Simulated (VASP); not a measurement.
Input of a VASP 6.6.1 run:

INCAR

```
SYSTEM = SnTe
ALGO = Normal
EDIFF = 1E-6
ENCUT = 500
GGA = PE
GGA_COMPAT = .False.
ISIF = 2
ISMEAR = -1
LASPH = .True.
LCHARG = .False.
LREAL = .False.
LWAVE = .False.
NBANDS = 17
NELM = 120
PREC = Accurate
SIGMA = 0.04
```

File KPOINTS:

```
k-points
0
Gamma
  4 4 4
  0 0 0
```

Contents of POSCAR:

```
SnTe
1.0
    0.0000000000      3.1508500000      3.1508500000
    3.1508500000      0.0000000000      3.1508500000
    3.1508500000      3.1508500000      0.0000000000
Te Sn
1 1
Direct
    0.5000000000      0.5000000000      0.5000000000
    0.0000000000      0.0000000000      0.0000000000
```

Potentials or basis: VASP PAW PBE potentials, release 64 (Te, Sn_d).

The run is started by

```bash
$ cat potpaw_PBE.64/Te/POTCAR potpaw_PBE.64/Sn_d/POTCAR > POTCAR
$ mpirun -np 1 vasp_std > vasp.out
```

(1) Predict the pressure.

(2) What does it give for the band gap on the k mesh?

Answers

(1) 1.7 GPa.

(2) 0.10 eV, direct.

Caveat: the k points lie up to 0.43 Å⁻¹ apart; spin-orbit coupling is left out, which moves the levels of the heavy elements.
